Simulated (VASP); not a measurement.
Input of a VASP 6.6.1 run:

File INCAR:

```
SYSTEM = AlCd2
  PREC = Accurate
  ENCUT = 520
  EDIFF = 1E-6
  ISMEAR = 0
  SIGMA = 0.1
  LREAL = .FALSE.
  LASPH = .TRUE.
  NELM = 100
  ALGO = Fast
  ISIF = 2
  LWAVE = .FALSE.
  LCHARG = .FALSE.
  GGA = PE
  NBANDS = 36
```

KPOINTS

```
regular mesh
0
G
  12 12 4
  0 0 0
```

File POSCAR:

```
AlCd2
1.0
    2.9676724980      0.0000000000      0.0000000000
   -1.4838362490      2.5700797733      0.0000000000
    0.0000000000      0.0000000000     16.8327432939
Al Cd
2 4
Direct
    0.3333333333      0.6666666667      0.2500000000
    0.6666666667      0.3333333333      0.7500000000
    0.3333333333      0.6666666667      0.5868576330
    0.6666666667      0.3333333333      0.0868576330
    0.3333333333      0.6666666667      0.9131423670
    0.6666666667      0.3333333333      0.4131423670
```

Potentials or basis: VASP PAW PBE potentials, release 64 (Al, Cd).

Run with:

```sh
$ cat potpaw_PBE.64/Al/POTCAR potpaw_PBE.64/Cd/POTCAR > POTCAR
$ mpirun -np 1 vasp_std > vasp.out
```

Q: Estimate the pressure.

A: 0.2 GPa.

Q: What does it give for the band gap on the k mesh?

A: Zero (bands 27 and 28 overlap by 3.13 eV).

Stress tensor (GPa, compression positive):
```
0.25 0.00 0.00
0.00 0.25 0.00
0.00 0.00 0.12
```
